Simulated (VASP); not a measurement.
**Re: single point with PBE**

The system is Re.

```
CELL_PARAMETERS angstrom
2.77687 0.00000 0.00000
-1.38844 2.40484 0.00000
0.00000 0.00000 4.47881
ATOMIC_POSITIONS crystal
Re 0.33333 0.66667 0.25000
Re 0.66667 0.33333 0.75000
```

```json
{
 "Program": "VASP 6.6.1",
 "Task": "single point",
 "Functional": "PBE",
 "Potentials or basis": "VASP PAW PBE potentials, release 64 (Re_sv_GW)",
 "Cutoff": "560 eV",
 "k mesh": "13 × 13 × 7",
 "Occupations": "gaussian, width 0.01 eV",
 "Spin": "no spin polarisation"
}
```

```yaml
Pressure: -1.7 GPa
Band_gap_on_the_k_mesh: zero (bands 15 and 16 overlap by 2.68 eV)
```

Stress tensor (GPa, compression positive):
```
-1.79  0.00  0.00
 0.00 -1.79  0.00
 0.00  0.00 -1.46
```

Levels at points of the mesh, in eV from the Fermi level:
```tsv
k point	band 11	band 12	band 13	band 14	band 15	band 16	band 17	band 18	band 19	band 20
(0.00, 0.00, 0.00)	-1.48	-1.48	-1.46	-0.66	-0.66	0.24	0.24	0.64	3.35	3.35
```

It took 42 s on 1 thread of Intel(R) Xeon(R) Platinum 8488C (Sapphire Rapids), on a shared host, peak memory 0.19 GiB.

Caveat: spin-orbit coupling is left out, which moves the levels of the heavy elements.
